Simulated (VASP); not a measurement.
Runs of VASP 6.6.1 on LaGa2. The structure is that of space group P6/mmm (No. 191), or close to it. The cells are those of the table. 

```tsv
cell	gap on the mesh (eV)	pressure (GPa)
a = 4.140, b = 4.140, c = 4.232 Å, angles 90.0, 90.0, 120.0°, 3 atoms	none	6.3
a = 4.262, b = 4.262, c = 4.356 Å, angles 90.0, 90.0, 120.0°, 3 atoms	none	-1.3
a = 4.486, b = 4.486, c = 4.586 Å, angles 90.0, 90.0, 120.0°, 3 atoms	none	-8.8
a = 4.432, b = 4.432, c = 4.531 Å, angles 90.0, 90.0, 120.0°, 3 atoms	none	(b)
a = 4.320, b = 4.320, c = 4.416 Å, angles 90.0, 90.0, 120.0°, 3 atoms	none	-3.9
a = 4.202, b = 4.202, c = 4.295 Å, angles 90.0, 90.0, 120.0°, 3 atoms	none	2.1
a = 4.377, b = 4.377, c = 4.474 Å, angles 90.0, 90.0, 120.0°, 3 atoms	none	(a)
```

Alike in all rows: task single point; level LDA; potentials or basis VASP PAW LDA potentials, release 64 (La, Ga_d); no spin polarisation; k mesh 8 × 8 × 7; cutoff (eV) 520; smearing fermi-dirac 0.3 eV.

Estimate the missing entries.

(a) -6.0; (b) -7.6.

Caveats: so wide a smearing shifts energies and pressures; spin-orbit coupling is left out, which moves the levels of the heavy elements; the cell stands under tension (at least some runs); the cell stands under pressure (at least some runs).

A k mesh can miss the band edges, and the runs leave out spin-orbit coupling on Ga, La.

A gap of «none» marks levels without a gap at the run's occupations.
